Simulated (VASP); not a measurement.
Wanted: the native input for a VASP 6.6.1 run.

```
Task                   : relaxation of cell and atoms
Functional             : PBE
Potentials or basis    : VASP PAW PBE potentials, release 64 (W_sv)
Cutoff                 : 600 eV
k mesh                 : 12 × 12 × 12
Occupations            : fermi-dirac, width 0.05 eV
Spin                   : no spin polarisation
Target pressure        : 20 GPa
Dipole correction      : no
Further INCAR settings : ALGO = Normal; EDIFF = 1e-06; IBRION = 2; EDIFFG = -0.01; NSW = 60; ISIF = 3
```

The structure of W lies in POSCAR:

```
W
1.0
   -1.5823450000      1.5823450000      1.5823450000
    1.5823450000     -1.5823450000      1.5823450000
    1.5823450000      1.5823450000     -1.5823450000
W
1
Direct
    0.0000000000      0.0000000000      0.0000000000
```

The input as run:

INCAR

```
PREC = Accurate
ENCUT = 600
EDIFF = 1E-6
ISMEAR = -1
SIGMA = 0.05
LREAL = F
LASPH = T
NELM = 60
ALGO = Normal
ISIF = 3
LWAVE = F
LCHARG = F
GGA = PE
IBRION = 2
NSW = 60
EDIFFG = -0.01
PSTRESS = 200.0
```

KPOINTS

```
regular mesh
0
Gamma
  12 12 12
```

Potentials or basis: VASP PAW PBE potentials, release 64 (W_sv).

Command:

```sh
$ cat potpaw_PBE.64/W_sv/POTCAR > POTCAR
$ mpirun -np 1 vasp_std > vasp.out
```

It gave:

The relaxed volume is 15.25 Å³/atom, the relaxed cell is a = 2.706 Å, b = 2.706 Å, c = 2.706 Å, α = 109.47°, β = 109.47°, γ = 109.47° and the space group after relaxing (to 0.1 Å) is Im-3m (No. 229). The energy change on relaxing (the run minimises the enthalpy) is +48.6 meV/atom. The ionic steps are 7 and the pressure after relaxing is 20.0 GPa. The band gap on the k mesh is zero (bands 7 and 8 overlap by 6.75 eV).

Caveat: the cell is relaxed towards a set pressure, so the run minimises the enthalpy, not the energy; spin-orbit coupling is left out, which moves the levels of the heavy elements.

It took 35 s on 1 thread of Intel(R) Xeon(R) Platinum 8259CL CPU @ 2.50GHz (Skylake/Cascade Lake) (shared host), peak memory 0.16 GiB.
